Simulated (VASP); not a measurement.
A run of VASP 6.6.1:

File INCAR:

```
ALGO     = Fast           # electronic algorithm
EDIFF    = 1E-6           # SCF threshold, eV
ENCUT    = 520            # plane-wave cutoff, eV
ISIF     = 2              # what is computed and relaxed
ISMEAR   = 0              # smearing method
LASPH    = T              # aspherical terms in the spheres
LCHARG   = F              # write CHGCAR
LREAL    = F              # projectors in reciprocal space
LWAVE    = F              # write WAVECAR
NBANDS   = 10             # bands
NELM     = 80             # most SCF steps
PREC     = Accurate       # precision mode
SIGMA    = 0.15           # smearing width, eV
```

The input KPOINTS:

```
k-points
0
Gamma
  22 22 22
```

The input POSCAR:

```
Ir
1.0
    0.0000000000      1.9054060557      1.9054060557
    1.9054060557      0.0000000000      1.9054060557
    1.9054060557      1.9054060557      0.0000000000
Ir
1
Direct
    0.0000000000      0.0000000000      0.0000000000
```

Potentials or basis: VASP PAW LDA potentials, release 64 (Ir).

Command:

```sh
$ cat potpaw_LDA.64/Ir/POTCAR > POTCAR
$ mpirun -np 1 vasp_std > vasp.out
```

Hardware: 1 thread of Intel Xeon 8259CL, on a shared host.

Estimate the wall time of this run.

It took 90 s on 1 thread of Intel Xeon 8259CL, on a shared host, peak memory 0.16 GiB. Counts: scf iterations 17, k points 328.
